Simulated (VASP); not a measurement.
# SnO2 in VASP: single point with PBE+D3(BJ)

Aim: the single point of SnO2 with PBE+D3(BJ).

Program: VASP 6.6.1. These are calculated values, not measurements. Logs are shortened: lines on timing, memory, paths and dates and some standing lists are left out, and cuts for length are marked.

**1. The cell of the first run**

The cell holds a slab with vacuum, 24 atoms: a = 6.460 Å, b = 6.779 Å, c = 22.017 Å, α = 90.00°, β = 90.00°, γ = 90.00°.

**2. Single point, PBE+D3(BJ)**

File INCAR:

```
SYSTEM = SnO2
PREC = Accurate
ENCUT = 520
EDIFF = 1E-6
ISMEAR = 0
SIGMA = 0.05
LREAL = Auto
LASPH = .True.
NELM = 100
ALGO = Normal
ISIF = 2
LWAVE = .False.
LCHARG = .True.
LDIPOL = .True.
IDIPOL = 3
DIPOL = 0.5 0.5 0.502
GGA = PE
IVDW = 12
LELF = .True.
LVHAR = .True.
LVACPOTAV = .True.
NBANDS = 122
```

File KPOINTS:

```
regular mesh
0
Gamma
  3 2 1
  0 0 0
```

File POSCAR:

```
SnO2
1.0
    6.4600897835      0.0000000000      0.0000000000
    0.0000000000      6.7788694117      0.0000000000
    0.0000000000      0.0000000000     22.0167813034
O Sn
16 8
Direct
    0.0000000000      0.0000000000      0.3633591981
    0.5000000000      0.0000000000      0.3633591981
    0.2500000000      0.3062105612      0.4230261077
    0.7500000000      0.3062105612      0.4230261077
    0.2500000000      0.6937894388      0.4230261077
    0.7500000000      0.6937894388      0.4230261077
    0.0000000000      0.0000000000      0.4826930173
    0.5000000000      0.0000000000      0.4826930173
    0.0000000000      0.5000000000      0.5166932251
    0.5000000000      0.5000000000      0.5166932251
    0.2500000000      0.8141517317      0.5860087135
    0.7500000000      0.8141517317      0.5860087135
    0.2500000000      0.1858482683      0.5860087135
    0.7500000000      0.1858482683      0.5860087135
    0.0000000000      0.5000000000      0.6379272930
    0.5000000000      0.5000000000      0.6379272930
    0.0000000000      0.5000000000      0.4230261077
    0.5000000000      0.5000000000      0.4230261077
    0.2500000000      0.0000000000      0.4230261077
    0.7500000000      0.0000000000      0.4230261077
    0.0000000000      0.0000000000      0.5738361663
    0.5000000000      0.0000000000      0.5738361663
    0.2500000000      0.5000000000      0.5842147010
    0.7500000000      0.5000000000      0.5842147010
```

Potentials or basis: VASP PAW PBE potentials, release 64 (O, Sn_d).

The run is started by

```bash
cat potpaw_PBE.64/O/POTCAR potpaw_PBE.64/Sn_d/POTCAR > POTCAR
mpirun -np 1 vasp_std > vasp.out
```

OUTCAR:

```text
SYSTEM = SnO2
   PREC = Accurate
   ENCUT = 520
   EDIFF = 1E-6
   ISMEAR = 0
   LREAL = Auto
   LASPH = .True.
   NELM = 100
   ISIF = 2
   GGA = PE
   IVDW = 12
 IVDW          = 12

 ion  position               nearest neighbor table
   1  0.000  0.000  0.363-  19 2.08  20 2.08
   2  0.500  0.000  0.363-  19 2.08  20 2.08
   3  0.250  0.306  0.423-  19 2.08  18 2.08  17 2.08
   4  0.750  0.306  0.423-  20 2.08  18 2.08  17 2.08
   5  0.250  0.694  0.423-  19 2.08  18 2.08  17 2.08
   6  0.750  0.694  0.423-  20 2.08  18 2.08  17 2.08
   7  0.000  0.000  0.483-  21 2.01  20 2.08  19 2.08
   8  0.500  0.000  0.483-  22 2.01  20 2.08  19 2.08
   9  0.000  0.500  0.517-  17 2.06  23 2.20  24 2.20
  10  0.500  0.500  0.517-  18 2.06  23 2.20  24 2.20
  11  0.250  0.814  0.586-  21 2.07  22 2.07  23 2.13
  12  0.750  0.814  0.586-  21 2.07  22 2.07  24 2.13
  13  0.250  0.186  0.586-  21 2.07  22 2.07  23 2.13
  14  0.750  0.186  0.586-  21 2.07  22 2.07  24 2.13
  15  0.000  0.500  0.638-  23 2.00  24 2.00
  16  0.500  0.500  0.638-  23 2.00  24 2.00
  17  0.000  0.500  0.423-   9 2.06   4 2.08   5 2.08   6 2.08   3 2.08  18 3.23  18 3.23  20 3.75
                            19 3.75  20 3.75  19 3.75
  18  0.500  0.500  0.423-  10 2.06   4 2.08   5 2.08   6 2.08   3 2.08  17 3.23  17 3.23  20 3.75
                            19 3.75  20 3.75  19 3.75
  19  0.250  0.000  0.423-   3 2.08   5 2.08   1 2.08   2 2.08   7 2.08   8 2.08  20 3.23  20 3.23
                            22 3.69  21 3.69  17 3.75  17 3.75  18 3.75  18 3.75
  20  0.750  0.000  0.423-   4 2.08   6 2.08   1 2.08   2 2.08   7 2.08   8 2.08  19 3.23  19 3.23
                            22 3.69  21 3.69  17 3.75  17 3.75  18 3.75  18 3.75
  21  0.000  0.000  0.574-   7 2.01  11 2.07  12 2.07  13 2.07  14 2.07  22 3.23  22 3.23  19 3.69
                            20 3.69
  22  0.500  0.000  0.574-   8 2.01  11 2.07  12 2.07  13 2.07  14 2.07  21 3.23  21 3.23  19 3.69
                            20 3.69
  23  0.250  0.500  0.584-  15 2.00  16 2.00  11 2.13  13 2.13   9 2.20  10 2.20  24 3.23  24 3.23
[... 10 lines left out ...]
 A1 = (   6.4600897835,   0.0000000000,   0.0000000000)
 A2 = (   0.0000000000,   6.7788694117,   0.0000000000)
 A3 = (   0.0000000000,   0.0000000000,  22.0167813034)

Analysis of symmetry for initial positions (statically):
=====================================================================
 Subroutine PRICEL returns following result:

  LATTYP: Found a simple orthorhombic cell.
 ALAT       =     3.2300448917
 B/A-ratio  =     2.0986920117
 C/A-ratio  =     6.8162462261

  Lattice vectors:

 A1 = (   3.2300448917,   0.0000000000,   0.0000000000)
 A2 = (   0.0000000000,   6.7788694117,   0.0000000000)
 A3 = (   0.0000000000,   0.0000000000,  22.0167813034)

   2 primitive cells build up your supercell.

 Routine SETGRP: Setting up the symmetry group for a
 simple orthorhombic supercell.

 Subroutine GETGRP returns: Found  4 space group operations
 (whereof  4 operations were pure point group operations)
 out of a pool of  8 trial point group operations.

The static configuration has the point symmetry C_2v.

Analysis of symmetry for dynamics (positions and initial velocities):
=====================================================================
 Subroutine PRICEL returns following result:

  LATTYP: Found a simple orthorhombic cell.
 ALAT       =     3.2300448917
 B/A-ratio  =     2.0986920117
 C/A-ratio  =     6.8162462261

  Lattice vectors:

 A1 = (   3.2300448917,   0.0000000000,   0.0000000000)
 A2 = (   0.0000000000,   6.7788694117,   0.0000000000)
 A3 = (   0.0000000000,   0.0000000000,  22.0167813034)

   2 primitive cells build up your supercell.

 Routine SETGRP: Setting up the symmetry group for a
 simple orthorhombic supercell.

 Subroutine GETGRP returns: Found  4 space group operations
 (whereof  4 operations were pure point group operations)
 out of a pool of  8 trial point group operations.

The dynamic configuration has the point symmetry C_2v.

 Subroutine INISYM returns: Found  4 space group operations
 (whereof  4 operations are pure point group operations),
 and found     2 'primitive' translations

----------------------------------------------------------------------------------------

                                     Primitive cell

  volume of cell :     482.0806

  direct lattice vectors                    reciprocal lattice vectors
     3.230044892  0.000000000  0.000000000     0.309593220  0.000000000  0.000000000
[... 39 lines left out ...]
Automatic generation of k-mesh.
 Grid dimensions read from file:
 generate k-points for:    3    2    1

 Generating k-lattice:

  Cartesian coordinates                     Fractional coordinates (reciprocal lattice)
     0.051598870  0.000000000  0.000000000     0.333333333  0.000000000  0.000000000
     0.000000000  0.073758612  0.000000000     0.000000000  0.500000000  0.000000000
     0.000000000  0.000000000  0.045419900     0.000000000  0.000000000  1.000000000

  Length of vectors
     0.051598870  0.073758612  0.045419900

  Shift w.r.t. Gamma in fractional coordinates (k-lattice)
     0.000000000  0.000000000  0.000000000

 Subroutine IBZKPT returns following result:
 ===========================================

 Found      4 irreducible k-points:

 Following reciprocal coordinates:
            Coordinates               Weight
  0.000000  0.000000  0.000000      1.000000
  0.333333  0.000000  0.000000      2.000000
  0.000000  0.500000  0.000000      1.000000
  0.333333  0.500000  0.000000      2.000000
   k-points           NKPTS =      4   k-points in BZ     NKDIM =      4   number of bands    NBANDS=    122
   number of dos      NEDOS =    301   number of ions     NIONS =     24
   total plane-waves  NPLWV = 403200
   dimension x,y,z NGX =    48 NGY =   50 NGZ =  168
   dimension x,y,z NGXF=    96 NGYF=  100 NGZF=  336
   ions per type =              16   8
   NGX,Y,Z   is equivalent  to a cutoff of  12.35, 12.26, 12.69 a.u.
   NGXF,Y,Z  is equivalent  to a cutoff of  24.70, 24.52, 25.37 a.u.
 SYSTEM =  SnO2
   PREC   = accura    normal or accurate (medium, high low for compatibility)
   ISTART =      0    job   : 0-new  1-cont  2-samecut
   ICHARG =      2    charge: 1-file 2-atom 10-const
   ISPIN  =      1    spin polarized calculation?
   LNONCOLLINEAR =      F non collinear calculations
   LSORBIT =      F    spin-orbit coupling
   LASPH  =      T    aspherical Exc in radial PAW
   ENCUT  =  520.0 eV  38.22 Ry    6.18 a.u.  12.01 12.60 40.94*2*pi/ulx,y,z
   NELM   =    100;   NELMIN=  2; NELMDL= -5     # of ELM steps
   EDIFF  = 0.1E-05   stopping-criterion for ELM
   LREAL  =      T    real-space projection
   EDIFFG = 0.1E-04   stopping-criterion for IOM
   NSW    =      0    number of steps for IOM
   IBRION =     -1    ionic relax: 0-MD 1-quasi-New 2-CG
   NFREE  =      0    steps in history (QN), initial steepest desc. (CG)
   ISIF   =      2    stress and relaxation
   ISYM   =      2    0-nonsym 1-usesym 2-fastsym
   POTIM  = 0.5000    time-step for ionic-motion
   TEBEG  =    0.0;   TEEND  =   0.0 temperature during run
   PSTRESS=    0.0 pullay stress
   NELECT =     208.0000    total number of electrons
   NUPDOWN=      -1.0000    fix difference up-down
   EMIN   =  10.00;   EMAX   =-10.00  energy-range for DOS
   EFERMI =   0.00;   METHOD = LEGACY
   ISMEAR =     0;   SIGMA  =   0.05  broadening in eV -4-tet -1-fermi 0-gaus
   EFERMI_NEDOS =   21; number of points for ismear=-14 and -15
   IALGO  =     38    algorithm
   IMIX   =      4    mixing-type and parameters
     AMIX     =   0.40;   BMIX     =  1.00
     AMIX_MAG =   1.60;   BMIX_MAG =  1.00
  volume/ion in A,a.u.               =      40.17       271.10
  Fermi-wavevector in a.u.,A,eV,Ry     =   0.981852  1.855431 13.116472  0.964033
  Thomas-Fermi vector in A             =   2.112890
   LORBIT       =      0    0 simple, 1 ext, 2 COOP (PROOUT), +10 PAW based schemes
   GGA     = PE    functional components
   LHFCALC =     F    Hartree Fock is set to
   AEXX    =    0.0000 exact exchange contribution
   IVDW    =    12    specifies the selected vdW correction
   LEPSILON=     F    determine dielectric tensor
   LRPA    =     F    only Hartree local field effects (RPA)
 non-spin polarized calculation
 Gauss-broadening in eV      SIGMA  =   0.05
  energy-cutoff  :      520.00
  volume of cell :      964.16
 maximum number of plane-waves:     25976
   NGX = 25   NGY = 25   NGZ = 81

 dipolmoment           0.000000      0.000000     -0.000005 electrons x Angstroem

 number of electron     208.0000003 magnetization

 dipolmoment           0.000000      0.000000      0.065091 electrons x Angstroem

 Free energy of the ion-electron system (eV)
  ---------------------------------------------------
  ext. energy  EPLUGINS =         0.00000000
  ---------------------------------------------------
  free energy    TOTEN  =      -142.73214942 eV

  energy without entropy =     -142.73214942  energy(sigma->0) =     -142.73214942

 E-fermi :  -2.6120     XC(G=0):  -4.0107

 val. band max:       -2.8367357631   @ k =   0.3333   0.0000   0.0000
 cond. band min:      -2.3810745552   @ k =   0.0000   0.0000   0.0000
 fundamental gap:      0.4556612078
 Fermi energy:        -2.6120346559

 k-point     1 :       0.0000    0.0000    0.0000
  band No.  band energies     occupation
      1     -24.9046      2.00000
      2     -24.8641      2.00000
      3     -24.7774      2.00000
      4     -24.7334      2.00000
      5     -24.4447      2.00000
      6     -24.4091      2.00000
[... 465 lines left out ...]
    115       3.5143      0.00000
    116       3.7350      0.00000
 [bands above 116 left out]

------------------------ aborting loop because EDIFF is reached ----------------------------------------

 Edisp (eV)   -3.52633

 E8    (eV) :    -1.4718

  FORCE on cell =-STRESS in cart. coord.  units (eV):
  Direction    XX          YY          ZZ          XY          YZ          ZX
  --------------------------------------------------------------------------------------
  -------------------------------------------------------------------------------------
  Total     -10.96013    11.44084     0.28091     0.00000     0.00000     0.00000
  in kB     -18.21279    19.01161     0.46679     0.00000     0.00000     0.00000
  external pressure =        0.42 kB  Pullay stress =        0.00 kB

 VOLUME and BASIS-vectors are now :
 -----------------------------------------------------------------------------
  energy-cutoff  :      520.00
  volume of cell :      964.16
      direct lattice vectors                 reciprocal lattice vectors
     6.460089783  0.000000000  0.000000000     0.154796610  0.000000000  0.000000000
     0.000000000  6.778869412  0.000000000     0.000000000  0.147517224  0.000000000
     0.000000000  0.000000000 22.016781303     0.000000000  0.000000000  0.045419900

 POSITION                                       TOTAL-FORCE (eV/Angst)
 -----------------------------------------------------------------------------------
      0.00000      0.00000      8.00000         0.000000      0.000000      1.113950
      3.23004      0.00000      8.00000         0.000000      0.000000      1.113950
      1.61502      2.07576      9.31367        -0.000000      1.123816     -0.749827
      4.84507      2.07576      9.31367         0.000000      1.123816     -0.749827
      1.61502      4.70311      9.31367        -0.000000     -1.123816     -0.749827
      4.84507      4.70311      9.31367         0.000000     -1.123816     -0.749827
[... 16 lines left out ...]
      1.61502      3.38943     12.86253        -0.000000      0.000000     -0.036157
      4.84507      3.38943     12.86253         0.000000      0.000000     -0.036157
 -----------------------------------------------------------------------------------
    total drift:                                0.000000      0.000000      0.052869

  FREE ENERGIE OF THE ION-ELECTRON SYSTEM (eV)
  ---------------------------------------------------
  free  energy   TOTEN  =      -146.2584751608 eV

  energy  without entropy=     -146.2584751608  energy(sigma->0) =     -146.25847516

 vacuum level on the upper side and lower side of the slab         4.282         4.013
```

Run time: 15 min. Hardware: 1 thread of Intel Xeon Platinum 8259CL at 2.50GHz (Skylake/Cascade Lake), shared host; peak memory 0.92 GiB.

Results:

- Free energy: -146.2585 eV
- Largest force: 3.202 eV/Å
- Band gap on the k mesh: 0.46 eV
- Dispersion energy per atom: -0.147 eV

Forces on the atoms (eV/Å):
```
O    0.000  0.000  1.114
O    0.000  0.000  1.114
O    0.000  1.124 -0.750
O    0.000  1.124 -0.750
O    0.000 -1.124 -0.750
O    0.000 -1.124 -0.750
O    0.000  0.000  1.041
O    0.000  0.000  1.041
O    0.000  0.000  0.074
O    0.000  0.000  0.074
O    0.000 -0.018  0.006
O    0.000 -0.018  0.006
O    0.000  0.018  0.006
O    0.000  0.018  0.006
O    0.000  0.000  0.053
O    0.000  0.000  0.053
Sn   0.000  0.000  2.380
Sn   0.000  0.000  2.380
Sn   0.000  0.000 -3.202
Sn   0.000  0.000 -3.202
Sn   0.000  0.000  0.063
Sn   0.000  0.000  0.063
Sn   0.000  0.000 -0.036
Sn   0.000  0.000 -0.036
```

Caveat: the k points lie up to 0.46 Å⁻¹ apart; spin-orbit coupling is left out, which moves the levels of the heavy elements.
